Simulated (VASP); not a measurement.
# BP in VASP: a series of runs, part 2 of 2

VASP 6.6.1.

## (3) Single point, PBEsol (uniaxial strain along c: +4.5 %)

File INCAR:

```
SYSTEM = BP
  PREC = Accurate
  ENCUT = 520
  EDIFF = 1E-6
  ISMEAR = 0
  SIGMA = 0.02
  LREAL = .False.
  LASPH = .True.
  NELM = 60
  ALGO = Normal
  ISIF = 2
  LWAVE = .False.
  LCHARG = .False.
  GGA = PS
  NBANDS = 16
```

File KPOINTS:

```
Automatic mesh
0
Gamma
  8 8 6
  0 0 0
```

File POSCAR:

```
BP
1.0
    2.2346746229      2.2346746229      0.0000000000
   -2.2346746229      2.2346746229      0.0000000000
    0.0000000000      0.0000000000      4.7236105810
B P
2 2
Direct
    0.0000000000      0.0000000000      0.0000000000
    0.5000000000      0.5000000000      0.5000000000
    0.5000000000      0.0000000000      0.7500000000
    0.0000000000      0.5000000000      0.2500000000
```

Potentials or basis: VASP PAW PBE potentials, release 64 (B, P).

Started as:

```console
cat potpaw_PBE.64/B/POTCAR potpaw_PBE.64/P/POTCAR > POTCAR
mpirun -np 1 vasp_std > vasp.out
```

OUTCAR:

```text
SYSTEM = BP
   PREC = Accurate
   ENCUT = 520
   EDIFF = 1E-6
   ISMEAR = 0
   LREAL = .False.
   LASPH = .True.
   NELM = 60
   ISIF = 2
   GGA = PS

 ion  position               nearest neighbor table
   1  0.000  0.000  0.000-   3 1.97   4 1.97   4 1.97   3 1.97
   2  0.500  0.500  0.500-   3 1.97   4 1.97   3 1.97   4 1.97
   3  0.500  0.000  0.750-   1 1.97   2 1.97   2 1.97   1 1.97
   4  0.000  0.500  0.250-   1 1.97   2 1.97   1 1.97   2 1.97

  LATTYP: Found a simple tetragonal cell.
 ALAT       =     3.1603071592
 C/A-ratio  =     1.4946681898

  Lattice vectors:

 A1 = (   2.2346746229,   2.2346746229,   0.0000000000)
 A2 = (  -2.2346746229,   2.2346746229,   0.0000000000)
 A3 = (   0.0000000000,   0.0000000000,   4.7236105810)

Analysis of symmetry for initial positions (statically):
=====================================================================
 Subroutine PRICEL returns following result:

  LATTYP: Found a body centered tetragonal cell.
 ALAT       =     3.1603071592
 C/A-ratio  =     1.4946681898

  Lattice vectors:

 A1 = (   2.2346746229,   0.0000000000,  -2.3618052905)
 A2 = (  -2.2346746229,   0.0000000000,  -2.3618052905)
 A3 = (   0.0000000000,   2.2346746229,   2.3618052905)

   2 primitive cells build up your supercell.

 Routine SETGRP: Setting up the symmetry group for a
 simple tetragonal supercell.

 Subroutine GETGRP returns: Found  8 space group operations
 (whereof  8 operations were pure point group operations)
 out of a pool of 16 trial point group operations.

The static configuration has the point symmetry D_2d.

Analysis of symmetry for dynamics (positions and initial velocities):
=====================================================================
 Subroutine PRICEL returns following result:

  LATTYP: Found a body centered tetragonal cell.
 ALAT       =     3.1603071592
 C/A-ratio  =     1.4946681898
[... 130 lines left out ...]
   EFERMI =   0.00;   METHOD = LEGACY
   ISMEAR =     0;   SIGMA  =   0.02  broadening in eV -4-tet -1-fermi 0-gaus
   EFERMI_NEDOS =   21; number of points for ismear=-14 and -15
   IALGO  =     38    algorithm
   IMIX   =      4    mixing-type and parameters
     AMIX     =   0.40;   BMIX     =  1.00
     AMIX_MAG =   1.60;   BMIX_MAG =  1.00
  volume/ion in A,a.u.               =      11.79        79.59
  Fermi-wavevector in a.u.,A,eV,Ry     =   1.141661  2.157427 17.733704  1.303390
  Thomas-Fermi vector in A             =   2.278361
   LORBIT       =      0    0 simple, 1 ext, 2 COOP (PROOUT), +10 PAW based schemes
   GGA     = PS    functional components
   LHFCALC =     F    Hartree Fock is set to
   AEXX    =    0.0000 exact exchange contribution
   IVDW    =     0    specifies the selected vdW correction
   LEPSILON=     F    determine dielectric tensor
   LRPA    =     F    only Hartree local field effects (RPA)
 non-spin polarized calculation
 Gauss-broadening in eV      SIGMA  =   0.02
  energy-cutoff  :      520.00
  volume of cell :       47.18
 maximum number of plane-waves:      1292
 NGX is ok and might be reduce to    24

 number of electron      16.0000003 magnetization

 Free energy of the ion-electron system (eV)
  ---------------------------------------------------
  ext. energy  EPLUGINS =         0.00000000
  ---------------------------------------------------
  free energy    TOTEN  =       -27.25346152 eV

  energy without entropy =      -27.25346152  energy(sigma->0) =      -27.25346152

 E-fermi :   7.5723     XC(G=0): -11.0084

 val. band max:        7.4909384228   @ k =   0.0000   0.0000   0.0000
 cond. band min:       8.2498184148   @ k =   0.3750   0.3750   0.0000
 fundamental gap:      0.7588799920
 Fermi energy:         7.5722740243

 k-point     1 :       0.0000    0.0000    0.0000
  band No.  band energies     occupation
      1      -8.1164      2.00000
      2      -3.6446      2.00000
      3      -1.5734      2.00000
      4       3.5789      2.00000
      5       3.5789      2.00000
      6       6.9161      2.00000
[... 433 lines left out ...]
      3      -0.2074      2.00000
      4      -0.2074      2.00000
      5       2.9313      2.00000
      6       2.9313      2.00000
[... 8 lines left out ...]
     15      14.9334      0.00000
     16      14.9334      0.00000

 [... further k-points ...]
[... 5 lines left out ...]
  --------------------------------------------------------------------------------------
  -------------------------------------------------------------------------------------
  Total        0.5237104      0.5237104     -4.0643063      0.0000000     -0.0000000      0.0000000
  in kB       17.7856238     17.7856238   -138.0270920      0.0000000     -0.0000000      0.0000000
  external PRESSURE =     -34.1519482 kB  Pullay stress =       0.0000000 kB

 VOLUME and BASIS-vectors are now :
 -----------------------------------------------------------------------------
  energy-cutoff  :      520.00
  volume of cell :       47.18
      direct lattice vectors                 reciprocal lattice vectors
     2.234674623  2.234674623  0.000000000     0.223746220  0.223746220  0.000000000
    -2.234674623  2.234674623  0.000000000    -0.223746220  0.223746220  0.000000000
     0.000000000  0.000000000  4.723610581     0.000000000  0.000000000  0.211702464

 POSITION                                       TOTAL-FORCE (eV/Angst)
 -----------------------------------------------------------------------------------
      0.00000      0.00000      0.00000         0.000000      0.000000      0.000000
      0.00000      2.23467      2.36181         0.000000      0.000000     -0.000000
      1.11734      1.11734      3.54271        -0.000000     -0.000000      0.000000
     -1.11734      1.11734      1.18090        -0.000000     -0.000000      0.000000
 -----------------------------------------------------------------------------------
    total drift:                               -0.000000      0.000000     -0.000000

  FREE ENERGIE OF THE ION-ELECTRON SYSTEM (eV)
  ---------------------------------------------------
  free  energy   TOTEN  =       -27.2534615194 eV

  energy  without entropy=      -27.2534615194  energy(sigma->0) =      -27.25346152
```

It took 55 s on 1 thread of AMD EPYC 7R13, shared host; peak memory 0.14 GiB.

Results:

```
Free energy            : -27.2535 eV
Pressure               : -3.4 GPa
Band gap on the k mesh : 0.76 eV
```

Caveat: the cell differs from its parent crystal (uniaxial strain along c: +4.5 %); the PAW data sets were made with another functional, which shifts forces and pressure a little.

## (4) Single point, PBEsol

File INCAR:

```
PREC = Accurate ; ENCUT = 520
EDIFF = 1E-6 ; ISMEAR = 0
SIGMA = 0.02 ; LREAL = F
LASPH = T ; NELM = 60
ALGO = Normal ; ISIF = 2
LWAVE = F ; LCHARG = F
GGA = PS ; NBANDS = 16
```

File KPOINTS:

```
regular mesh
0
Gamma
  8 8 6
```

POSCAR, as its differences from that of step 3:

```diff
@@ -2,4 +2,4 @@
 1.0
-    2.2346746229      2.2346746229      0.0000000000
-   -2.2346746229      2.2346746229      0.0000000000
+    2.2437595563      2.2437595563      0.0000000000
+   -2.2437595563      2.2437595563      0.0000000000
     0.0000000000      0.0000000000      4.7236105810
```

Started as:

```console
cat potpaw_PBE.64/B/POTCAR potpaw_PBE.64/P/POTCAR > POTCAR
mpirun -np 1 vasp_std > vasp.out
```

Wall time 54 s (1 thread of AMD EPYC 7R13, shared host); peak memory 0.14 GiB.

Results (log left out):

| Property | Result |
| --- | --- |
| Free energy | -27.2559 eV |
| Pressure | -4.7 GPa |
| Band gap on the k mesh | 0.80 eV |

Stress tensor (GPa, compression positive):
```
  0.10   0.00   0.00
  0.00   0.10   0.00
  0.00   0.00 -14.17
```

Levels at points of the mesh, in eV from the valence-band top:
```tsv
k point	band 4	band 5	band 6	band 7	band 8	band 9	band 10	band 11	band 12	band 13
(0.00, 0.00, 0.00)	-3.90	-3.90	-0.53	0.00	0.00	1.46	1.84	3.08	3.08	3.35
(0.50, 0.00, 0.00)	-6.80	-5.63	-5.63	-1.73	-1.73	4.03	4.03	6.10	6.10	6.77
(0.50, 0.50, 0.00)	-8.53	-4.47	-4.47	-4.37	-4.37	0.91	0.91	1.13	1.13	11.14
(0.00, 0.00, 0.50)	-4.27	-2.61	-2.61	-2.61	-2.61	1.93	1.93	4.68	4.68	7.37
(0.50, 0.00, 0.50)	-9.15	-2.26	-2.26	-1.58	-1.58	3.13	3.13	4.54	4.54	4.71
(0.50, 0.50, 0.50)	-8.07	-5.82	-5.82	-5.56	-5.56	4.60	4.60	5.85	5.85	6.33
```

Caveat: the PAW data sets were made with another functional, which shifts forces and pressure a little.

## (5) Single point, PBEsol

This run uses another cell than the first one: it holds 2 atoms, not 4.

File INCAR:

```
SYSTEM = BP
PREC = Accurate ; ENCUT = 500
EDIFF = 1E-6 ; ISMEAR = 0
SIGMA = 0.1 ; LREAL = .FALSE.
LASPH = .TRUE. ; NELM = 120
ALGO = Normal ; ISIF = 2
LWAVE = .FALSE. ; LCHARG = .TRUE.
GGA = PS ; LELF = .TRUE.
LVHAR = .TRUE. ; NBANDS = 11
GGA_COMPAT = .FALSE.
```

File KPOINTS:

```
Automatic mesh
0
G
  8 8 8
  0 0 0
```

File POSCAR:

```
BP
1.0
    0.0000000000      2.2660723845      2.2660723845
    2.2660723845      0.0000000000      2.2660723845
    2.2660723845      2.2660723845      0.0000000000
B P
1 1
Direct
    0.0000000000      0.0000000000      0.0000000000
    0.2500000000      0.2500000000      0.2500000000
```

Started as:

```console
cat potpaw_PBE.64/B/POTCAR potpaw_PBE.64/P/POTCAR > POTCAR
mpirun -np 1 vasp_std > vasp.out
```

Run time: 2.9 s. Hardware: 1 thread of Intel Xeon 6975P-C (Granite Rapids), shared host; peak memory 0.13 GiB.

It converged, with:

| Item | Value |
| --- | --- |
| Free energy | -13.6707 eV |
| Pressure | -1.2 GPa |
| Band gap on the k mesh | 1.16 eV, indirect (least direct gap 3.36 eV) |

Levels at points of the mesh, in eV from the valence-band top:
```tsv
k point	band 2	band 3	band 4	band 5	band 6	band 7
(0.00, 0.00, 0.00)	0.00	0.00	0.00	3.36	3.36	3.36
(0.50, 0.00, 0.00)	-9.12	-1.77	-1.77	3.76	4.65	4.65
(0.50, 0.50, 0.00)	-8.62	-4.16	-4.16	1.22	1.51	12.13
```

Caveat: the PAW data sets were made with another functional, which shifts forces and pressure a little.

## (6) Summary

```tsv
cell	k mesh	cutoff (eV)	smearing	gap on the mesh (eV)	pressure (GPa)
a = 3.173, b = 3.173, c = 4.724 Å, 4 atoms	8 × 8 × 6	520	gaussian 0.02 eV	0.80	-4.7
a = 3.160, b = 3.160, c = 4.724 Å, 4 atoms	8 × 8 × 6	520	gaussian 0.02 eV	0.76	-3.4
a = 3.205 Å, angles 60.0°, 2 atoms	8 × 8 × 8	500	gaussian 0.1 eV	1.16	-1.2
```

Alike in all rows: task single point; level PBEsol; potentials or basis VASP PAW PBE potentials, release 64 (B, P); no spin polarisation.

Caveats: the PAW data sets were made with another functional, which shifts forces and pressure a little.

Absolute energies hang on the potentials; compare differences alone.
